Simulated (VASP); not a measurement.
# NaCl (Fm-3m) in VASP: a series of runs

Runs on NaCl. Level: r2SCAN. Tasks: single point, relaxation of cell and atoms.

All numbers are computed with VASP 6.6.1; they aren't measurements. Logs are shortened: lines on timing, memory, paths and dates and some standing lists are left out, and cuts for length are marked.

**1. The cell of the first run**

Symmetry: Fm-3m, No. 225, cubic system. Conventional cell: a = 5.608 Å, b = 5.608 Å, c = 5.608 Å, α = 90.00°, β = 90.00°, γ = 90.00°. Within 3.7 Å of Na (site symmetry m-3m) lie 6 Cl at 2.80 Å. Within 3.7 Å of Cl (site symmetry m-3m) lie 6 Na at 2.80 Å.

**2. Single point, r2SCAN**

Input file POSCAR:

```
NaCl
1.0
    0.0000000000      2.8039804232      2.8039804232
    2.8039804232      0.0000000000      2.8039804232
    2.8039804232      2.8039804232      0.0000000000
Na Cl
1 1
Direct
    0.0000000000      0.0000000000      0.0000000000
    0.5000000000      0.5000000000      0.5000000000
```

Input file INCAR.step1:

```
SYSTEM = NaCl
PREC = Accurate ; ENCUT = 520
ISMEAR = 0 ; SIGMA = 0.02
LREAL = .FALSE. ; LASPH = .TRUE.
NELM = 100 ; NBANDS = 14
GGA = PE ; ALGO = Normal
EDIFF = 1E-4 ; LWAVE = .TRUE.
LCHARG = .FALSE.
```

Input file INCAR.step2:

```
SYSTEM = NaCl
PREC = Accurate ; ENCUT = 520
EDIFF = 1E-6 ; ISMEAR = 0
SIGMA = 0.02 ; LREAL = .FALSE.
LASPH = .TRUE. ; NELM = 100
ALGO = Normal ; ISIF = 2
LWAVE = .FALSE. ; LCHARG = .TRUE.
METAGGA = R2SCAN ; LMIXTAU = .TRUE.
LELF = .TRUE. ; LVHAR = .TRUE.
NBANDS = 14 ; ISTART = 1
```

Input file KPOINTS:

```
Automatic mesh
0
G
  8 8 8
  0 0 0
```

Potentials or basis: VASP PAW PBE potentials, release 64 (Na_pv, Cl).

Launch:

```sh
$ cat potpaw_PBE.64/Na_pv/POTCAR potpaw_PBE.64/Cl/POTCAR > POTCAR
$ cp INCAR.step1 INCAR
$ mpirun -np 1 vasp_std > vasp.out
$ cp INCAR.step2 INCAR
$ mpirun -np 1 vasp_std > vasp.out
```

OUTCAR:

```text
SYSTEM = NaCl
   PREC = Accurate
   ENCUT = 520
   EDIFF = 1E-6
   ISMEAR = 0
   LREAL = .FALSE.
   LASPH = .TRUE.
   NELM = 100
   ISIF = 2
   METAGGA = R2SCAN
   ISTART = 1

 ion  position               nearest neighbor table
   1  0.000  0.000  0.000-
   2  0.500  0.500  0.500-

  LATTYP: Found a face centered cubic cell.
 ALAT       =     5.6079608464

  Lattice vectors:

 A1 = (   0.0000000000,   2.8039804232,   2.8039804232)
 A2 = (   2.8039804232,   0.0000000000,   2.8039804232)
 A3 = (   2.8039804232,   2.8039804232,   0.0000000000)

Analysis of symmetry for initial positions (statically):
=====================================================================
 Subroutine PRICEL returns:
 Original cell was already a primitive cell.

 Routine SETGRP: Setting up the symmetry group for a
 face centered cubic supercell.

 Subroutine GETGRP returns: Found 48 space group operations
 (whereof 48 operations were pure point group operations)
 out of a pool of 48 trial point group operations.

The static configuration has the point symmetry O_h .

Analysis of symmetry for dynamics (positions and initial velocities):
=====================================================================
 Subroutine PRICEL returns:
 Original cell was already a primitive cell.

 Routine SETGRP: Setting up the symmetry group for a
 face centered cubic supercell.

 Subroutine GETGRP returns: Found 48 space group operations
 (whereof 48 operations were pure point group operations)
 out of a pool of 48 trial point group operations.

The dynamic configuration has the point symmetry O_h .

 Subroutine INISYM returns: Found 48 space group operations
 (whereof 48 operations are pure point group operations),
 and found     1 'primitive' translations

----------------------------------------------------------------------------------------

                                     Primitive cell

  volume of cell :      44.0915

  direct lattice vectors                    reciprocal lattice vectors
     0.000000000  2.803980423  2.803980423    -0.178317935  0.178317935  0.178317935
     2.803980423  0.000000000  2.803980423     0.178317935 -0.178317935  0.178317935
     2.803980423  2.803980423  0.000000000     0.178317935  0.178317935 -0.178317935

  length of vectors
     3.965427143  3.965427143  3.965427143     0.308855724  0.308855724  0.308855724

  position of ions in fractional coordinates (direct lattice)
     0.000000000  0.000000000  0.000000000
     0.500000000  0.500000000  0.500000000

  ion indices of the primitive-cell ions
   primitive index   ion index
                 1           1
                 2           2

----------------------------------------------------------------------------------------

 KPOINTS: Automatic mesh

Automatic generation of k-mesh.
 Grid dimensions read from file:
 generate k-points for:    8    8    8

 Generating k-lattice:

  Cartesian coordinates                     Fractional coordinates (reciprocal lattice)
    -0.022289742  0.022289742  0.022289742     0.125000000  0.000000000  0.000000000
     0.022289742 -0.022289742  0.022289742     0.000000000  0.125000000  0.000000000
     0.022289742  0.022289742 -0.022289742     0.000000000  0.000000000  0.125000000

  Length of vectors
     0.038606966  0.038606966  0.038606966

  Shift w.r.t. Gamma in fractional coordinates (k-lattice)
     0.000000000  0.000000000  0.000000000

 Subroutine IBZKPT returns following result:
 ===========================================

 Found     29 irreducible k-points:

 Following reciprocal coordinates:
            Coordinates               Weight
  0.000000  0.000000  0.000000      1.000000
  0.125000  0.000000  0.000000      8.000000
  0.250000  0.000000  0.000000      8.000000
  0.375000  0.000000  0.000000      8.000000
  0.500000  0.000000  0.000000      4.000000
  0.125000  0.125000  0.000000      6.000000
[... 16 lines left out ...]
  0.500000  0.250000  0.125000     48.000000
 -0.375000  0.250000  0.125000     24.000000
 [... further k-points ...]
   k-points           NKPTS =     29   k-points in BZ     NKDIM =     29   number of bands    NBANDS=     14
   number of dos      NEDOS =    301   number of ions     NIONS =      2
   total plane-waves  NPLWV =  27000
   dimension x,y,z NGX =    30 NGY =   30 NGZ =   30
   dimension x,y,z NGXF=    60 NGYF=   60 NGZF=   60
   ions per type =               1   1
   NGX,Y,Z   is equivalent  to a cutoff of  12.58, 12.58, 12.58 a.u.
   NGXF,Y,Z  is equivalent  to a cutoff of  25.15, 25.15, 25.15 a.u.
 SYSTEM =  NaCl
   PREC   = accura    normal or accurate (medium, high low for compatibility)
   ISTART =      1    job   : 0-new  1-cont  2-samecut
   ICHARG =      0    charge: 1-file 2-atom 10-const
   ISPIN  =      1    spin polarized calculation?
   LNONCOLLINEAR =      F non collinear calculations
   LSORBIT =      F    spin-orbit coupling
   LASPH  =      T    aspherical Exc in radial PAW
   ENCUT  =  520.0 eV  38.22 Ry    6.18 a.u.   7.37  7.37  7.37*2*pi/ulx,y,z
   NELM   =    100;   NELMIN=  2; NELMDL=  0     # of ELM steps
   EDIFF  = 0.1E-05   stopping-criterion for ELM
   LREAL  =      F    real-space projection
   EDIFFG = 0.1E-04   stopping-criterion for IOM
   NSW    =      0    number of steps for IOM
   IBRION =     -1    ionic relax: 0-MD 1-quasi-New 2-CG
   NFREE  =      0    steps in history (QN), initial steepest desc. (CG)
   ISIF   =      2    stress and relaxation
   ISYM   =      2    0-nonsym 1-usesym 2-fastsym
   POTIM  = 0.5000    time-step for ionic-motion
   TEBEG  =    0.0;   TEEND  =   0.0 temperature during run
   PSTRESS=    0.0 pullay stress
   NELECT =      14.0000    total number of electrons
   NUPDOWN=      -1.0000    fix difference up-down
   EMIN   =  10.00;   EMAX   =-10.00  energy-range for DOS
   EFERMI =   0.00;   METHOD = LEGACY
   ISMEAR =     0;   SIGMA  =   0.02  broadening in eV -4-tet -1-fermi 0-gaus
   EFERMI_NEDOS =   21; number of points for ismear=-14 and -15
   IALGO  =     38    algorithm
   IMIX   =      4    mixing-type and parameters
     AMIX     =   0.40;   BMIX     =  1.00
     AMIX_MAG =   1.60;   BMIX_MAG =  1.00
  volume/ion in A,a.u.               =      22.05       148.77
  Fermi-wavevector in a.u.,A,eV,Ry     =   1.116861  2.110562 16.971621  1.247379
  Thomas-Fermi vector in A             =   2.253479
   LORBIT       =      0    0 simple, 1 ext, 2 COOP (PROOUT), +10 PAW based schemes
   METAGGA = R2SCAN    functional components
   LHFCALC =     F    Hartree Fock is set to
   AEXX    =    0.0000 exact exchange contribution
   IVDW    =     0    specifies the selected vdW correction
   LEPSILON=     F    determine dielectric tensor
   LRPA    =     F    only Hartree local field effects (RPA)
 non-spin polarized calculation
 Gauss-broadening in eV      SIGMA  =   0.02
  energy-cutoff  :      520.00
  volume of cell :       44.09
 maximum number of plane-waves:      1243
 NGX is ok and might be reduce to    30
   NGX = 15   NGY = 15   NGZ = 15

 number of electron      14.0000003 magnetization

 Free energy of the ion-electron system (eV)
  ---------------------------------------------------
  ext. energy  EPLUGINS =         0.00000000
  ---------------------------------------------------
  free energy    TOTEN  =       -13.79002906 eV

  energy without entropy =      -13.79002906  energy(sigma->0) =      -13.79002906

 E-fermi :  -0.8521     XC(G=0):  -8.7244

 val. band max:       -1.0652470282   @ k =   0.0000   0.0000   0.0000
 cond. band min:       4.9272606520   @ k =   0.0000   0.0000   0.0000
 fundamental gap:      5.9925076802
 Fermi energy:        -0.8521318394

 k-point     1 :       0.0000    0.0000    0.0000
  band No.  band energies     occupation
      1     -22.5530      2.00000
      2     -22.5527      2.00000
      3     -22.5527      2.00000
      4     -14.3269      2.00000
      5      -1.0652      2.00000
      6      -1.0652      2.00000
      7      -1.0652      2.00000
      8       4.9273      0.00000
      9      10.7113      0.00000
     10      10.7113      0.00000
     11      10.7113      0.00000
     12      12.9820      0.00000
     13      12.9820      0.00000
     14      14.6123      0.00000

 k-point     2 :       0.1250    0.0000    0.0000
  band No.  band energies     occupation
      1     -22.5573      2.00000
      2     -22.5533      2.00000
      3     -22.5530      2.00000
      4     -14.2769      2.00000
      5      -1.4322      2.00000
      6      -1.1097      2.00000
      7      -1.1097      2.00000
      8       5.4234      0.00000
      9      10.1734      0.00000
     10      10.9249      0.00000
     11      10.9250      0.00000
     12      12.7676      0.00000
     13      12.7676      0.00000
     14      15.6373      0.00000

 k-point     3 :       0.2500    0.0000    0.0000
  band No.  band energies     occupation
      1     -22.5683      2.00000
      2     -22.5540      2.00000
      3     -22.5537      2.00000
      4     -14.1527      2.00000
      5      -2.1760      2.00000
      6      -1.2137      2.00000
      7      -1.2137      2.00000
      8       6.3798      0.00000
      9       9.6891      0.00000
     10      11.0986      0.00000
     11      11.0989      0.00000
     12      13.0019      0.00000
     13      13.0020      0.00000
     14      15.7934      0.00000
[... 324 lines left out ...]
 k-point    23 :       0.5000    0.2500    0.1250
  band No.  band energies     occupation
      1     -22.5751      2.00000
      2     -22.5606      2.00000
      3     -22.5561      2.00000
      4     -13.9750      2.00000
      5      -2.6398      2.00000
      6      -1.7817      2.00000
      7      -1.4479      2.00000
      8       7.9231      0.00000
      9       9.3206      0.00000
     10       9.7436      0.00000
     11      11.7744      0.00000
     12      13.5682      0.00000
     13      16.0560      0.00000
     14      16.4424      0.00000

 k-point    24 :      -0.3750    0.2500    0.1250
  band No.  band energies     occupation
      1     -22.5773      2.00000
      2     -22.5610      2.00000
      3     -22.5570      2.00000
      4     -13.9342      2.00000
      5      -2.7633      2.00000
      6      -1.8638      2.00000
      7      -1.5030      2.00000
      8       7.9978      0.00000
      9       9.4675      0.00000
     10      10.0334      0.00000
     11      11.5877      0.00000
     12      14.2167      0.00000
     13      15.6460      0.00000
     14      16.5536      0.00000

 [... further k-points ...]

------------------------ aborting loop because EDIFF is reached ----------------------------------------

  FORCE on cell =-STRESS in cart. coord.  units (eV):
  Direction    XX          YY          ZZ          XY          YZ          ZX
  --------------------------------------------------------------------------------------
  -------------------------------------------------------------------------------------
  Total       -0.0523702     -0.0523702     -0.0523702     -0.0000000     -0.0000000      0.0000000
  in kB       -1.9030049     -1.9030049     -1.9030049     -0.0000000     -0.0000000      0.0000000
  external PRESSURE =      -1.9030049 kB  Pullay stress =       0.0000000 kB

 VOLUME and BASIS-vectors are now :
 -----------------------------------------------------------------------------
  energy-cutoff  :      520.00
  volume of cell :       44.09
      direct lattice vectors                 reciprocal lattice vectors
     0.000000000  2.803980423  2.803980423    -0.178317935  0.178317935  0.178317935
     2.803980423  0.000000000  2.803980423     0.178317935 -0.178317935  0.178317935
     2.803980423  2.803980423  0.000000000     0.178317935  0.178317935 -0.178317935

 POSITION                                       TOTAL-FORCE (eV/Angst)
 -----------------------------------------------------------------------------------
      0.00000      0.00000      0.00000        -0.000000      0.000000      0.000000
      2.80398      2.80398      2.80398         0.000000     -0.000000     -0.000000
 -----------------------------------------------------------------------------------
    total drift:                               -0.000000      0.000000      0.000000

  FREE ENERGIE OF THE ION-ELECTRON SYSTEM (eV)
  ---------------------------------------------------
  free  energy   TOTEN  =       -13.7900290608 eV

  energy  without entropy=      -13.7900290608  energy(sigma->0) =      -13.79002906
```

Wall time 3.1 min (1 thread of Intel Xeon Platinum 8259CL at 2.50GHz (Skylake/Cascade Lake), shared host); peak memory 0.16 GiB.

What came out:

```yaml
Free_energy: -13.7900 eV
Pressure: -0.2 GPa
Band_gap_on_the_k_mesh: 5.99 eV
```

Levels at points of the mesh, in eV from the valence-band top:
| k point | band 4 | band 5 | band 6 | band 7 | band 8 | band 9 | band 10 | band 11 |
| --- | --- | --- | --- | --- | --- | --- | --- | --- |
| (0.00, 0.00, 0.00) | -13.26 | 0.00 | 0.00 | 0.00 | 5.99 | 11.78 | 11.78 | 11.78 |
| (0.50, 0.00, 0.00) | -12.90 | -1.97 | -0.29 | -0.29 | 7.98 | 11.76 | 11.81 | 11.81 |
| (0.50, 0.50, 0.00) | -12.85 | -1.73 | -0.62 | -0.62 | 8.49 | 8.60 | 12.34 | 16.08 |

Caveat: the PAW data sets were made with another functional, which shifts forces and pressure a little. A k mesh can miss the band edges.

**3. Single point, r2SCAN**

POSCAR is that of step 2.

Input file INCAR.step1:

```
ALGO     = Normal         # electronic algorithm
EDIFF    = 1E-4           # SCF threshold, eV
ENCUT    = 520            # plane-wave cutoff, eV
GGA      = PE             # functional
ISMEAR   = 0              # smearing method
LASPH    = T              # aspherical terms in the spheres
LCHARG   = F              # write CHGCAR
LREAL    = F              # projectors in reciprocal space
LWAVE    = T              # write WAVECAR
NBANDS   = 14             # bands
NELM     = 60             # most SCF steps
PREC     = Accurate       # precision mode
SIGMA    = 0.01           # smearing width, eV
```

Input file INCAR.step2:

```
ALGO     = Normal         # electronic algorithm
EDIFF    = 1E-6           # SCF threshold, eV
ENCUT    = 520            # plane-wave cutoff, eV
ISIF     = 2              # what is computed and relaxed
ISMEAR   = 0              # smearing method
ISTART   = 1            
LASPH    = T              # aspherical terms in the spheres
LCHARG   = F              # write CHGCAR
LMIXTAU  = T            
LREAL    = F              # projectors in reciprocal space
LWAVE    = F              # write WAVECAR
METAGGA  = R2SCAN         # meta-GGA
NBANDS   = 14             # bands
NELM     = 60             # most SCF steps
PREC     = Accurate       # precision mode
SIGMA    = 0.01           # smearing width, eV
```

Input file KPOINTS:

```
k-points
0
Gamma
  8 8 8
```

Potentials or basis: VASP PAW PBE potentials, release 64 (Na_pv, Cl).

Launch:

```sh
$ cat potpaw_PBE.64/Na_pv/POTCAR potpaw_PBE.64/Cl/POTCAR > POTCAR
$ cp INCAR.step1 INCAR
$ mpirun -np 1 vasp_std > vasp.out
$ cp INCAR.step2 INCAR
$ mpirun -np 1 vasp_std > vasp.out
```

It took 2.8 min on 1 thread of Intel Xeon Platinum 8259CL at 2.50GHz (Skylake/Cascade Lake), shared host; peak memory 0.16 GiB.

The run converged. Its results:

| Property | Result |
| --- | --- |
| Free energy | -13.7900 eV |
| Pressure | -0.2 GPa |
| Band gap on the k mesh | 5.99 eV |

Levels at points of the mesh, in eV from the valence-band top:
| k point | band 3 | band 4 | band 5 | band 6 | band 7 | band 8 | band 9 | band 10 | band 11 | band 12 |
| --- | --- | --- | --- | --- | --- | --- | --- | --- | --- | --- |
| (0.00, 0.00, 0.00) | -21.49 | -13.26 | 0.00 | 0.00 | 0.00 | 5.99 | 11.78 | 11.78 | 11.78 | 14.05 |
| (0.50, 0.00, 0.00) | -21.49 | -12.90 | -1.97 | -0.29 | -0.29 | 7.98 | 11.76 | 11.81 | 11.81 | 16.10 |
| (0.50, 0.50, 0.00) | -21.50 | -12.85 | -1.73 | -0.62 | -0.62 | 8.49 | 8.60 | 12.34 | 16.08 | 16.08 |

Caveat: the PAW data sets were made with another functional, which shifts forces and pressure a little.

**4. Relaxation of cell and atoms, r2SCAN**

POSCAR is that of step 3.

Input file INCAR.step1:

```
ALGO = Normal ; EDIFF = 1E-4
ENCUT = 600 ; GGA = PE
ISMEAR = 0 ; LASPH = True
LCHARG = False ; LREAL = False
LWAVE = True ; NELM = 80
PREC = Accurate ; SIGMA = 0.01
```

Input file INCAR.step2:

```
ALGO = Normal ; EDIFF = 1E-7
EDIFFG = -0.001 ; ENCUT = 600
IBRION = 2 ; ISIF = 3
ISMEAR = 0 ; ISTART = 1
LASPH = True ; LCHARG = False
LMIXTAU = True ; LREAL = False
LWAVE = False ; METAGGA = R2SCAN
NELM = 80 ; NSW = 80
PREC = Accurate ; SIGMA = 0.01
```

KPOINTS is that of step 3.

Launch:

```sh
$ cat potpaw_PBE.64/Na_pv/POTCAR potpaw_PBE.64/Cl/POTCAR > POTCAR
$ cp INCAR.step1 INCAR
$ mpirun -np 1 vasp_std > vasp.out
$ cp INCAR.step2 INCAR
$ mpirun -np 1 vasp_std > vasp.out
```

Run time: 5.7 min. Hardware: 1 thread of Intel Xeon Platinum 8259CL at 2.50GHz (Skylake/Cascade Lake), shared host; peak memory 0.18 GiB.

The run converged. Its results:

| Quantity | Value |
| --- | --- |
| Free energy | -13.7914 eV |
| Relaxed volume | 21.88 Å³/atom |
| Relaxed cell | a = 3.956 Å, b = 3.956 Å, c = 3.956 Å, α = 60.00°, β = 60.00°, γ = 60.00° |
| Space group after relaxing (to 0.1 Å) | Fm-3m (No. 225) |
| Energy gained by relaxing | 0.2 meV/atom |
| Ionic steps | 5 |
| Pressure after relaxing | 0.0 GPa |
| Band gap on the k mesh | 6.02 eV |

Step by step:
| step | energy change (eV) | largest force (eV/Å) | pressure (GPa) | volume (Å³) |
| --- | --- | --- | --- | --- |
| 1 | 0.0000 | 0.0000 | -0.21 | 44.09 |
| 2 | -0.0002 | 0.0000 | -0.09 | 43.90 |
| 3 | -0.0003 | 0.0000 | -0.07 | 43.86 |
| 4 | -0.0003 | 0.0000 | -0.01 | 43.78 |
| 5 | -0.0003 | 0.0000 | 0.00 | 43.77 |

Final structure:
```
Na Cl
1.0
     0.00000    2.79705    2.79705
     2.79705    0.00000    2.79705
     2.79705    2.79705    0.00000
Na Cl
1 1
Cartesian
  0.0000 0.0000 0.0000
  2.7970 2.7970 2.7970
```

Levels at points of the mesh, in eV from the valence-band top:
```
           k point  band 3  band 4  band 5  band 6  band 7  band 8  band 9  band 10  band 11
(0.00, 0.00, 0.00)  -21.48  -13.28    0.00    0.00    0.00    6.02   11.78    11.78    11.78
(0.50, 0.00, 0.00)  -21.48  -12.91   -2.00   -0.29   -0.29    7.99   11.82    11.83    11.83
(0.50, 0.50, 0.00)  -21.48  -12.86   -1.75   -0.63   -0.63    8.52    8.59    12.39    16.15
```

Caveat: the PAW data sets were made with another functional, which shifts forces and pressure a little.

**5. The runs side by side**

| task | cell | cutoff (eV) | smearing | gap on the mesh (eV) | pressure (GPa) |
| --- | --- | --- | --- | --- | --- |
| single point | a = 3.965 Å, angles 60.0°, 2 atoms | 520 | gaussian 0.02 eV | 5.99 | -0.2 |
| single point | a = 3.965 Å, angles 60.0°, 2 atoms | 520 | gaussian 0.01 eV | 5.99 | -0.2 |
| relaxation of cell and atoms | relaxed from a = 3.965 Å, angles 60.0°, 2 atoms | 600 | gaussian 0.01 eV | 6.02 | 0.0 |

Alike in all rows: level r2SCAN; potentials or basis VASP PAW PBE potentials, release 64 (Na_pv, Cl); no spin polarisation; k mesh 8 × 8 × 8.

Caveats: the PAW data sets were made with another functional, which shifts forces and pressure a little.

Total energies depend on the potentials used, so only differences within one code and one set of settings carry meaning.
